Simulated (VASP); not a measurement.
## Ti3C: single point with PBE

Crystal: Ti3C.

```xyz
8
Lattice="0.0000 4.1901 0.0000 -1.5406 -2.0950 4.5447 6.1626 0.0000 0.0000" Properties=species:S:1:pos:R:3 pbc="T T T"
Ti    3.0813    2.0950    0.0000
Ti    0.0000    2.0950    0.0000
Ti    0.0000    2.0950    3.1145
Ti    3.0813    2.0950    3.1145
Ti    1.5406    0.0000    1.4302
Ti    4.6219    0.0000    1.4302
C     3.0813    4.1901    0.0000
C     4.6219   -2.0950    4.5447
```

```yaml
Program: VASP 6.6.1
Task: single point
Functional: PBE
Potentials_or_basis: VASP PAW PBE potentials, release 64 (Ti_sv, C)
Cutoff: 520 eV
k_mesh: 6 × 6 × 4
Occupations: gaussian, width 0.2 eV
Spin: no spin polarisation
Dipole_correction: no
Further_INCAR_settings: ALGO = Normal; EDIFF = 1e-07; NBANDS = 50
```

```
Pressure               : 0.1 GPa
Largest force          : 0.052 eV/Å
Band gap on the k mesh : zero (bands 40 and 41 overlap by 0.66 eV)
```

Forces on the atoms (eV/Å):
```
Ti   0.000  0.000  0.000
Ti   0.000  0.000  0.000
Ti   0.000  0.000 -0.052
Ti   0.000  0.000 -0.052
Ti   0.000  0.000  0.052
Ti   0.000  0.000  0.052
C    0.000  0.000  0.000
C    0.000  0.000  0.000
```

Stress tensor (GPa, compression positive):
```
0.04 0.00 0.00
0.00 0.23 0.00
0.00 0.00 0.06
```

Levels at points of the mesh, in eV from the Fermi level:
```tsv
k point	band 37	band 38	band 39	band 40	band 41	band 42	band 43	band 44
(0.00, 0.00, 0.00)	-1.05	-0.79	-0.74	0.00	0.27	0.65	0.89	0.91
(0.50, 0.00, 0.00)	-0.56	-0.39	-0.37	-0.29	-0.01	0.54	0.67	0.76
(0.00, 0.50, 0.00)	-1.05	-0.79	-0.74	0.00	0.15	0.80	0.98	1.13
(0.00, 0.00, 0.50)	-0.60	-0.60	-0.11	-0.11	0.19	0.19	1.03	1.03
(0.50, 0.00, 0.50)	-0.61	-0.61	-0.08	-0.08	0.25	0.25	0.66	0.66
(0.00, 0.50, 0.50)	-0.73	-0.73	-0.45	-0.45	-0.45	-0.45	1.51	1.51
```

It took 4.1 min on 1 thread of Intel(R) Xeon(R) 6975P-C (Granite Rapids), on a shared host, peak memory 0.35 GiB.
